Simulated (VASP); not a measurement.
Write the native input for VASP 6.6.1 that does the following.

| Quantity | Value |
| --- | --- |
| Task | single point |
| Functional | PBEsol |
| Dispersion | D3(BJ) |
| Potentials or basis | VASP PAW PBE potentials, release 64 (W_sv, S) |
| Cutoff | 520 eV |
| k mesh | 12 × 12 × 2 |
| Occupations | gaussian, width 0.05 eV |
| Spin | no spin polarisation |
| Dipole correction | no |
| Further INCAR settings | ALGO = Normal; EDIFF = 1e-07; NBANDS = 20 |

The structure of WS2 lies in POSCAR:

```
WS2
1.0
    3.0977750082      0.0000000000      0.0000000000
   -1.5488875041      2.6827518523      0.0000000000
    0.0000000000      0.0000000000     16.7957060984
W S
1 2
Direct
    0.3333333333      0.6666666667      0.0000000000
    0.6666666667      0.3333333333      0.9071447969
    0.6666666667      0.3333333333      0.0928552031
```

These files were run (other wordings do the same):

INCAR

```
SYSTEM = WS2
PREC = Accurate ; ENCUT = 520
EDIFF = 1E-7 ; ISMEAR = 0
SIGMA = 0.05 ; LREAL = .False.
LASPH = .True. ; NELM = 100
ALGO = Normal ; ISIF = 2
LWAVE = .False. ; LCHARG = .True.
GGA = PS ; IVDW = 12
LELF = .True. ; LVHAR = .True.
NBANDS = 20
```

KPOINTS

```
Automatic mesh
0
Gamma
  12 12 2
  0 0 0
```

Potentials or basis: VASP PAW PBE potentials, release 64 (W_sv, S).

The run is started by

```bash
$ cat potpaw_PBE.64/W_sv/POTCAR potpaw_PBE.64/S/POTCAR > POTCAR
$ mpirun -np 1 vasp_std > vasp.out
```

Results of the run:

| Property | Result |
| --- | --- |
| Largest force | 0.509 eV/Å |
| Band gap on the k mesh | 2.03 eV, indirect (least direct gap 2.11 eV) |
| Dispersion energy per atom | -0.258 eV |

Caveat: the PAW data sets were made with another functional, which shifts forces and pressure a little; spin-orbit coupling is left out, which moves the levels of the heavy elements.

Wall time 2.5 min on 1 thread of Intel Xeon 6975P-C, with other jobs on the host, peak memory 0.31 GiB.
